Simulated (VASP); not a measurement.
# Li (Fm-3m) in VASP: notebook

Aim: see how the results for Li move with the level of theory and the settings. Levels: LDA, PBE. Tasks: relaxation of cell and atoms.

Everything below comes from runs of VASP 6.6.1. Logs are shortened: lines on timing, memory, paths and dates and some standing lists are left out, and cuts for length are marked.

### Step 1. The cell of the first run

It takes space group Fm-3m (No. 225, cubic). Conventional cell: a = 4.404 Å, b = 4.404 Å, c = 4.404 Å, α = 90.00°, β = 90.00°, γ = 90.00°. Within 4.1 Å of Li (site symmetry m-3m) lie 12 Li at 3.11 Å.

This isn't the form of Li at room conditions, which is bcc.

### Step 2. Relaxation of cell and atoms, LDA

File INCAR:

```
SYSTEM = Li
PREC = Accurate
ENCUT = 600
EDIFF = 1E-6
ISMEAR = -1
SIGMA = 0.05
LREAL = .FALSE.
LASPH = .TRUE.
NELM = 100
ALGO = Normal
ISIF = 3
LWAVE = .FALSE.
LCHARG = .FALSE.
IBRION = 2
NSW = 60
EDIFFG = -0.01
```

File KPOINTS:

```
Automatic mesh
0
G
  10 10 10
  0 0 0
```

File POSCAR:

```
Li
1.0
    0.0000000000      2.2020000000      2.2020000000
    2.2020000000      0.0000000000      2.2020000000
    2.2020000000      2.2020000000      0.0000000000
Li
1
Direct
    0.0000000000      0.0000000000      0.0000000000
```

Potentials or basis: VASP PAW LDA potentials, release 64 (Li_sv).

Run with:

```console
$ cat potpaw_LDA.64/Li_sv/POTCAR > POTCAR
$ mpirun -np 1 vasp_std > vasp.out
```

OUTCAR:

```text
SYSTEM = Li
   PREC = Accurate
   ENCUT = 600
   EDIFF = 1E-6
   ISMEAR = -1
   LREAL = .FALSE.
   LASPH = .TRUE.
   NELM = 100
   ISIF = 3
   IBRION = 2
   NSW = 60
   EDIFFG = -0.01

 ion  position               nearest neighbor table
   1  0.000  0.000  0.000-

  LATTYP: Found a face centered cubic cell.
 ALAT       =     4.4040000000

  Lattice vectors:

 A1 = (   0.0000000000,   2.2020000000,   2.2020000000)
 A2 = (   2.2020000000,   0.0000000000,   2.2020000000)
 A3 = (   2.2020000000,   2.2020000000,   0.0000000000)

Analysis of symmetry for initial positions (statically):
=====================================================================
 Subroutine PRICEL returns:
 Original cell was already a primitive cell.

 Routine SETGRP: Setting up the symmetry group for a
 face centered cubic supercell.

 Subroutine GETGRP returns: Found 48 space group operations
 (whereof 48 operations were pure point group operations)
 out of a pool of 48 trial point group operations.

The static configuration has the point symmetry O_h .

Analysis of symmetry for dynamics (positions and initial velocities):
=====================================================================
 Subroutine PRICEL returns:
 Original cell was already a primitive cell.

 Routine SETGRP: Setting up the symmetry group for a
 face centered cubic supercell.

 Subroutine GETGRP returns: Found 48 space group operations
 (whereof 48 operations were pure point group operations)
 out of a pool of 48 trial point group operations.

The dynamic configuration has the point symmetry O_h .

 Subroutine INISYM returns: Found 48 space group operations
 (whereof 48 operations are pure point group operations),
 and found     1 'primitive' translations

----------------------------------------------------------------------------------------

                                     Primitive cell

  volume of cell :      21.3541

  direct lattice vectors                    reciprocal lattice vectors
     0.000000000  2.202000000  2.202000000    -0.227066303  0.227066303  0.227066303
     2.202000000  0.000000000  2.202000000     0.227066303 -0.227066303  0.227066303
     2.202000000  2.202000000  0.000000000     0.227066303  0.227066303 -0.227066303

  length of vectors
     3.114098264  3.114098264  3.114098264     0.393290374  0.393290374  0.393290374

  position of ions in fractional coordinates (direct lattice)
     0.000000000  0.000000000  0.000000000

  ion indices of the primitive-cell ions
   primitive index   ion index
                 1           1

----------------------------------------------------------------------------------------

 KPOINTS: Automatic mesh

Automatic generation of k-mesh.
 Grid dimensions read from file:
 generate k-points for:   10   10   10

 Generating k-lattice:

  Cartesian coordinates                     Fractional coordinates (reciprocal lattice)
    -0.022706630  0.022706630  0.022706630     0.100000000  0.000000000  0.000000000
     0.022706630 -0.022706630  0.022706630     0.000000000  0.100000000  0.000000000
     0.022706630  0.022706630 -0.022706630     0.000000000  0.000000000  0.100000000

  Length of vectors
     0.039329037  0.039329037  0.039329037

  Shift w.r.t. Gamma in fractional coordinates (k-lattice)
     0.000000000  0.000000000  0.000000000

 Subroutine IBZKPT returns following result:
 ===========================================

 Found     47 irreducible k-points:

 Following reciprocal coordinates:
            Coordinates               Weight
  0.000000  0.000000  0.000000      1.000000
  0.100000  0.000000  0.000000      8.000000
  0.200000  0.000000  0.000000      8.000000
  0.300000  0.000000  0.000000      8.000000
  0.400000  0.000000  0.000000      8.000000
  0.500000  0.000000  0.000000      4.000000
[... 16 lines left out ...]
  0.300000  0.300000  0.000000      6.000000
  0.400000  0.300000  0.000000     24.000000
 [... further k-points ...]
   k-points           NKPTS =     47   k-points in BZ     NKDIM =     47   number of bands    NBANDS=      5
   number of dos      NEDOS =    301   number of ions     NIONS =      1
   total plane-waves  NPLWV =  21952
   dimension x,y,z NGX =    28 NGY =   28 NGZ =   28
   dimension x,y,z NGXF=    56 NGYF=   56 NGZF=   56
   ions per type =               1
   NGX,Y,Z   is equivalent  to a cutoff of  14.95, 14.95, 14.95 a.u.
   NGXF,Y,Z  is equivalent  to a cutoff of  29.90, 29.90, 29.90 a.u.
 SYSTEM =  Li
   PREC   = accura    normal or accurate (medium, high low for compatibility)
   ISTART =      0    job   : 0-new  1-cont  2-samecut
   ICHARG =      2    charge: 1-file 2-atom 10-const
   ISPIN  =      1    spin polarized calculation?
   LNONCOLLINEAR =      F non collinear calculations
   LSORBIT =      F    spin-orbit coupling
   LASPH  =      T    aspherical Exc in radial PAW
   ENCUT  =  600.0 eV  44.10 Ry    6.64 a.u.   6.22  6.22  6.22*2*pi/ulx,y,z
   NELM   =    100;   NELMIN=  2; NELMDL= -5     # of ELM steps
   EDIFF  = 0.1E-05   stopping-criterion for ELM
   LREAL  =      F    real-space projection
   EDIFFG = -.1E-01   stopping-criterion for IOM
   NSW    =     60    number of steps for IOM
   IBRION =      2    ionic relax: 0-MD 1-quasi-New 2-CG
   NFREE  =      1    steps in history (QN), initial steepest desc. (CG)
   ISIF   =      3    stress and relaxation
   ISYM   =      2    0-nonsym 1-usesym 2-fastsym
   POTIM  = 0.5000    time-step for ionic-motion
   TEBEG  =    0.0;   TEEND  =   0.0 temperature during run
   PSTRESS=    0.0 pullay stress
   NELECT =       3.0000    total number of electrons
   NUPDOWN=      -1.0000    fix difference up-down
   EMIN   =  10.00;   EMAX   =-10.00  energy-range for DOS
   EFERMI =   0.00;   METHOD = LEGACY
   ISMEAR =    -1;   SIGMA  =   0.05  broadening in eV -4-tet -1-fermi 0-gaus
   EFERMI_NEDOS =   21; number of points for ismear=-14 and -15
   IALGO  =     38    algorithm
   IMIX   =      4    mixing-type and parameters
     AMIX     =   0.40;   BMIX     =  1.00
     AMIX_MAG =   1.60;   BMIX_MAG =  1.00
  volume/ion in A,a.u.               =      21.35       144.10
  Fermi-wavevector in a.u.,A,eV,Ry     =   0.851049  1.608250  9.854489  0.724285
  Thomas-Fermi vector in A             =   1.967122
   LORBIT       =      0    0 simple, 1 ext, 2 COOP (PROOUT), +10 PAW based schemes
   GGA     = CA    functional components
   LHFCALC =     F    Hartree Fock is set to
   AEXX    =    0.0000 exact exchange contribution
   IVDW    =     0    specifies the selected vdW correction
   LEPSILON=     F    determine dielectric tensor
   LRPA    =     F    only Hartree local field effects (RPA)
 conjugate gradient relaxation of ions
 non-spin polarized calculation
  energy-cutoff  :      600.00
  volume of cell :       21.35
 maximum number of plane-waves:       728
 NGX is ok and might be reduce to    28
   NGX = 13   NGY = 13   NGZ = 13

--------------------------------------- Ionic step        1  -------------------------------------------

 number of electron       2.9999998 magnetization

 Free energy of the ion-electron system (eV)
  ---------------------------------------------------
  ext. energy  EPLUGINS =         0.00000000
  ---------------------------------------------------
  free energy    TOTEN  =        -2.03630950 eV

  energy without entropy =       -2.03165001  energy(sigma->0) =       -2.03397975

------------------------ aborting loop because EDIFF is reached ----------------------------------------

  FORCE on cell =-STRESS in cart. coord.  units (eV):
  Direction    XX          YY          ZZ          XY          YZ          ZX
  --------------------------------------------------------------------------------------
  -------------------------------------------------------------------------------------
  Total       -0.2110910     -0.2110910     -0.2110910      0.0000000     -0.0000000      0.0000000
  in kB      -15.8379250    -15.8379250    -15.8379250      0.0000000     -0.0000000      0.0000000
  external PRESSURE =     -15.8379250 kB  Pullay stress =       0.0000000 kB

 VOLUME and BASIS-vectors are now :
 -----------------------------------------------------------------------------
  energy-cutoff  :      600.00
  volume of cell :       21.35
      direct lattice vectors                 reciprocal lattice vectors
     0.000000000  2.202000000  2.202000000    -0.227066303  0.227066303  0.227066303
     2.202000000  0.000000000  2.202000000     0.227066303 -0.227066303  0.227066303
     2.202000000  2.202000000  0.000000000     0.227066303  0.227066303 -0.227066303
[... 106 lines left out ...]
 POSITION                                       TOTAL-FORCE (eV/Angst)
 -----------------------------------------------------------------------------------
      0.00000      0.00000      0.00000        -0.000000     -0.000000     -0.000000
 -----------------------------------------------------------------------------------
    total drift:                               -0.000000     -0.000000     -0.000000

  FREE ENERGIE OF THE ION-ELECTRON SYSTEM (eV)
  ---------------------------------------------------
  free  energy   TOTEN  =        -2.0407130286 eV

  energy  without entropy=       -2.0364514915  energy(sigma->0) =       -2.03858226

--------------------------------------- Ionic step        5  -------------------------------------------

 number of electron       3.0000002 magnetization

 Free energy of the ion-electron system (eV)
  ---------------------------------------------------
  ext. energy  EPLUGINS =         0.00000000
  ---------------------------------------------------
  free energy    TOTEN  =        -2.05095717 eV

  energy without entropy =       -2.04642156  energy(sigma->0) =       -2.04868936

 E-fermi :   0.7730     XC(G=0):  -7.3419

 val. band max:        0.7632732587   @ k =   0.5000   0.0000   0.0000
 cond. band min:       0.8259542323   @ k =   0.5000   0.3000   0.1000
 fundamental gap:      0.0626809736
 Fermi energy:         0.7729596888

 k-point     1 :       0.0000    0.0000    0.0000
  band No.  band energies     occupation
      1     -44.6747      2.00000
      2      -2.7677      2.00000
      3      15.7322      0.00000
      4      15.7322      0.00000
      5      15.7322      0.00000

 k-point     2 :       0.1000    0.0000    0.0000
  band No.  band energies     occupation
      1     -44.6719      2.00000
      2      -2.5870      2.00000
      3      13.9487      0.00000
      4      15.3575      0.00000
      5      15.3575      0.00000

 k-point     3 :       0.2000    0.0000    0.0000
  band No.  band energies     occupation
      1     -44.6652      2.00000
      2      -2.0471      2.00000
      3      10.7623      0.00000
      4      14.7163      0.00000
      5      14.7163      0.00000
[... 153 lines left out ...]
 k-point    23 :       0.3000    0.3000    0.0000
  band No.  band energies     occupation
      1     -44.6510      2.00000
      2      -0.5658      2.00000
      3      10.8433      0.00000
      4      10.8433      0.00000
      5      11.3780      0.00000

 k-point    24 :       0.4000    0.3000    0.0000
  band No.  band energies     occupation
      1     -44.6456      2.00000
      2       0.3489      1.99959
      3       8.5388      0.00000
      4       9.9280      0.00000
      5      10.4482      0.00000

 [... further k-points ...]

------------------------ aborting loop because EDIFF is reached ----------------------------------------

  FORCE on cell =-STRESS in cart. coord.  units (eV):
  Direction    XX          YY          ZZ          XY          YZ          ZX
  --------------------------------------------------------------------------------------
  -------------------------------------------------------------------------------------
  Total       -0.0091442     -0.0091442     -0.0091442      0.0000000      0.0000000     -0.0000000
  in kB       -0.7809516     -0.7809516     -0.7809516      0.0000000      0.0000000     -0.0000000
  external PRESSURE =      -0.7809516 kB  Pullay stress =       0.0000000 kB

 VOLUME and BASIS-vectors are now :
 -----------------------------------------------------------------------------
  energy-cutoff  :      600.00
  volume of cell :       18.76
      direct lattice vectors                 reciprocal lattice vectors
     0.000000000  2.108953531  2.108953531    -0.237084408  0.237084408  0.237084408
     2.108953531 -0.000000000  2.108953531     0.237084408 -0.237084408  0.237084408
     2.108953531  2.108953531 -0.000000000     0.237084408  0.237084408 -0.237084408

 POSITION                                       TOTAL-FORCE (eV/Angst)
 -----------------------------------------------------------------------------------
      0.00000      0.00000      0.00000         0.000000     -0.000000      0.000000
 -----------------------------------------------------------------------------------
    total drift:                               -0.000000     -0.000000     -0.000000

  FREE ENERGIE OF THE ION-ELECTRON SYSTEM (eV)
  ---------------------------------------------------
  free  energy   TOTEN  =        -2.0509571657 eV

  energy  without entropy=       -2.0464215590  energy(sigma->0) =       -2.04868936

 reached required accuracy - stopping structural energy minimisation
```

Wall time 22 s (1 thread of Intel Xeon 8259CL, shared host); peak memory 0.13 GiB.

Results:

| Quantity | Value |
| --- | --- |
| Free energy | -2.0510 eV |
| Relaxed volume | 18.76 Å³/atom |
| Relaxed cell | a = 2.983 Å, b = 2.983 Å, c = 2.983 Å, α = 60.00°, β = 60.00°, γ = 60.00° |
| Space group after relaxing (to 0.1 Å) | Fm-3m (No. 225) |
| Energy gained by relaxing | 14.6 meV/atom |
| Ionic steps | 5 |
| Pressure after relaxing | -0.1 GPa |
| Band gap on the k mesh | zero (an odd number of electrons rules out a gap without spin polarisation) |

Step by step:
| step | energy change (eV) | largest force (eV/Å) | pressure (GPa) | volume (Å³) |
| --- | --- | --- | --- | --- |
| 1 | 0.0000 | 0.0000 | -1.58 | 21.35 |
| 2 | -0.0058 | 0.0000 | -1.29 | 20.71 |
| 3 | -0.0136 | 0.0000 | -0.49 | 19.35 |
| 4 | -0.0044 | 0.0000 | 1.93 | 16.83 |
| 5 | -0.0146 | 0.0000 | -0.08 | 18.76 |

Final structure:
```
Li
1.0
     0.00000    2.10895    2.10895
     2.10895    0.00000    2.10895
     2.10895    2.10895    0.00000
Li
1
Direct
  0.00000 0.00000 0.00000
```

Levels at points of the mesh, in eV from the Fermi level:
| k point | band 1 | band 2 | band 3 | band 4 | band 5 |
| --- | --- | --- | --- | --- | --- |
| (0.00, 0.00, 0.00) | -45.45 | -3.54 | 14.96 | 14.96 | 14.96 |
| (0.50, 0.00, 0.00) | -45.42 | -0.01 | 3.28 | 13.16 | 13.16 |
| (0.50, 0.50, 0.00) | -45.41 | 1.60 | 5.10 | 8.81 | 8.81 |

Caveat: the cutoff is under 1.25 times the usual one of these potentials, so pressure, stress and relaxed cells hold a basis-set (Pulay) error.

### Step 3. Relaxation of cell and atoms, PBE

File INCAR:

```
PREC = Accurate
ENCUT = 600
EDIFF = 1E-6
ISMEAR = -1
SIGMA = 0.05
LREAL = F
LASPH = T
NELM = 100
ALGO = Normal
ISIF = 3
LWAVE = F
LCHARG = F
GGA = PE
IBRION = 2
NSW = 60
EDIFFG = -0.01
```

File KPOINTS:

```
regular mesh
0
Gamma
  10 10 10
```

POSCAR is that of step 2.

Potentials or basis: VASP PAW PBE potentials, release 64 (Li_sv).

Run with:

```console
$ cat potpaw_PBE.64/Li_sv/POTCAR > POTCAR
$ mpirun -np 1 vasp_std > vasp.out
```

OUTCAR:

```text
PREC = Accurate
   ENCUT = 600
   EDIFF = 1E-6
   ISMEAR = -1
   LREAL = F
   LASPH = T
   NELM = 100
   ISIF = 3
   GGA = PE
   IBRION = 2
   NSW = 60
   EDIFFG = -0.01

 ion  position               nearest neighbor table
   1  0.000  0.000  0.000-

  LATTYP: Found a face centered cubic cell.
 ALAT       =     4.4040000000

  Lattice vectors:

 A1 = (   0.0000000000,   2.2020000000,   2.2020000000)
 A2 = (   2.2020000000,   0.0000000000,   2.2020000000)
 A3 = (   2.2020000000,   2.2020000000,   0.0000000000)

Analysis of symmetry for initial positions (statically):
=====================================================================
 Subroutine PRICEL returns:
 Original cell was already a primitive cell.

[... 247 lines left out ...]

 E-fermi :   0.5931     XC(G=0):  -7.0682

 val. band max:        0.4053056238   @ k =  -0.4000   0.1000   0.0000
 cond. band min:       0.6311287708   @ k =   0.5000   0.0000   0.0000
 fundamental gap:      0.2258231469
 Fermi energy:         0.5931471453

 k-point     1 :       0.0000    0.0000    0.0000
  band No.  band energies     occupation
      1     -45.8577      2.00000
      2      -2.9240      2.00000
      3      15.1009      0.00000
      4      15.1009      0.00000
      5      15.1009      0.00000
[... 177 lines left out ...]
 k-point    24 :       0.4000    0.3000    0.0000
  band No.  band energies     occupation
      1     -45.8377      2.00000
      2       0.1612      1.99965
      3       8.0925      0.00000
      4       9.3520      0.00000
      5       9.9708      0.00000

 [... further k-points ...]

------------------------ aborting loop because EDIFF is reached ----------------------------------------

  FORCE on cell =-STRESS in cart. coord.  units (eV):
  Direction    XX          YY          ZZ          XY          YZ          ZX
  --------------------------------------------------------------------------------------
  -------------------------------------------------------------------------------------
  Total       -0.0059652     -0.0059652     -0.0059652      0.0000000      0.0000000     -0.0000000
  in kB       -0.4760978     -0.4760978     -0.4760978      0.0000000      0.0000000     -0.0000000
  external PRESSURE =      -0.4760978 kB  Pullay stress =       0.0000000 kB
[... 16 lines left out ...]
  FREE ENERGIE OF THE ION-ELECTRON SYSTEM (eV)
  ---------------------------------------------------
  free  energy   TOTEN  =        -1.9089024507 eV

  energy  without entropy=       -1.9043725805  energy(sigma->0) =       -1.90663752

 reached required accuracy - stopping structural energy minimisation
```

CONTCAR:

```text
Li
   1.00000000000000
     0.0000000000000000    2.1570935389450123    2.1570935389450123
     2.1570935389450123    0.0000000000000000    2.1570935389450123
     2.1570935389450123    2.1570935389450123    0.0000000000000000
  Li
     1
Direct
     0.0000000000000000    0.0000000000000000    0.0000000000000000

  0.00000000E+00  0.00000000E+00  0.00000000E+00
```

Run time: 14 s. Hardware: 1 thread of Intel Xeon 8259CL, shared host; peak memory 0.14 GiB.

Results:

| Item | Value |
| --- | --- |
| Free energy | -1.9089 eV |
| Relaxed volume | 20.07 Å³/atom |
| Relaxed cell | a = 3.051 Å, b = 3.051 Å, c = 3.051 Å, α = 60.00°, β = 60.00°, γ = 60.00° |
| Space group after relaxing (to 0.1 Å) | Fm-3m (No. 225) |
| Energy gained by relaxing | 3.5 meV/atom |
| Ionic steps | 3 |
| Pressure after relaxing | 0.0 GPa |
| Band gap on the k mesh | zero (an odd number of electrons rules out a gap without spin polarisation) |

Step by step:
```
step  energy change (eV)  largest force (eV/Å)  pressure (GPa)  volume (Å³)
   1              0.0000                0.0000           -0.79        21.35
   2             -0.0014                0.0000           -0.62        21.03
   3             -0.0035                0.0000           -0.05        20.07
```

Final structure:
```
CELL_PARAMETERS angstrom
0.00000 2.15709 2.15709
2.15709 0.00000 2.15709
2.15709 2.15709 0.00000
ATOMIC_POSITIONS crystal
Li 0.00000 0.00000 0.00000
```

Levels at points of the mesh, in eV from the Fermi level:
| k point | band 1 | band 2 | band 3 | band 4 | band 5 |
| --- | --- | --- | --- | --- | --- |
| (0.00, 0.00, 0.00) | -46.45 | -3.52 | 14.51 | 14.51 | 14.51 |
| (0.50, 0.00, 0.00) | -46.43 | 0.04 | 3.01 | 12.77 | 12.77 |
| (0.50, 0.50, 0.00) | -46.43 | 1.60 | 4.80 | 8.55 | 8.55 |

Caveat: the cutoff is under 1.25 times the usual one of these potentials, so pressure, stress and relaxed cells hold a basis-set (Pulay) error.

The gap in the log of VASP goes by the Fermi energy; the results here count the filled bands.